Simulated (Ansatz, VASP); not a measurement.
# One calculation of Al2Cu, two programs

Contents of INCAR:

```
SYSTEM = Al2Cu
PREC = Accurate
ENCUT = 520
EDIFF = 1E-7
ISMEAR = 0
SIGMA = 0.15
LREAL = .False.
LASPH = .True.
NELM = 60
ALGO = Fast
ISIF = 2
LWAVE = .False.
LCHARG = .False.
GGA = PE
NBANDS = 16
```

The input KPOINTS:

```
regular mesh
0
Gamma
  16 16 16
  0 0 0
```

Contents of POSCAR:

```
Al2Cu
1.0
   -2.0446280232      2.0446280232      2.6743889739
    2.0446280232     -2.0446280232      2.6743889739
    2.0446280232      2.0446280232     -2.6743889739
Al Cu
2 1
Direct
    0.7500000000      0.2500000000      0.5000000000
    0.2500000000      0.7500000000      0.5000000000
    0.5000000000      0.5000000000      0.0000000000
```

Input for Ansatz:

```yaml
crystal:
  lattice:
    - [-2.0446280232, 2.0446280232, 2.6743889739]
    - [2.0446280232, -2.0446280232, 2.6743889739]
    - [2.0446280232, 2.0446280232, -2.6743889739]
  atoms:
    - { symbol: Al, position: [0.75, 0.25, 0.5] }
    - { symbol: Al, position: [0.25, 0.75, 0.5] }
    - { symbol: Cu, position: [0.5, 0.5, 0.0] }
basis:
  ecutwfc: 420
kpoints:
  mp_grid: { grid: [16, 16, 16] }
hamiltonian:
  xc: pbe
scf:
  occupations: { method: gaussian, width: 0.15 }
output:
  forces: true
  stress: true
  eigenvalues: true
  write_density: true
  write_potential: true
  elf: true
  volumetric_format: npy
```

Change from the starting cell: strain -0.0750 x Voigt [0, 0, 1, 0, 0, 0], atoms carried along.

Alike in both runs: task single point; functional PBE; k mesh 16 × 16 × 16; occupations gaussian, width 0.15 eV; no spin polarisation.

```csv
,VASP,Ansatz
version,VASP 6.6.1,Ansatz 0.2.0
potentials or method,"VASP PAW PBE potentials, release 64 (Al, Cu), cutoff 520 eV","scalar-relativistic, plane waves, PAW"
valence electrons in the cell,17,25
```

Ansatz gave:

```
gap on the k mesh at the Fermi level (eV)                     : none
pressure (GPa)                                                : 9.3
traceless stress, the component that is largest in VASP (GPa) : 6.83
```

Which values does VASP return?

gap on the k mesh at the Fermi level (eV): none; pressure (GPa): 9.6; traceless stress, the component that is largest in VASP (GPa): 6.78.

A gap of «none» marks a metal or a gap that the smearing closes. VASP's potentials hold 17 valence electrons a cell and Ansatz's 25, so a difference there can come from the potentials and not from the codes.
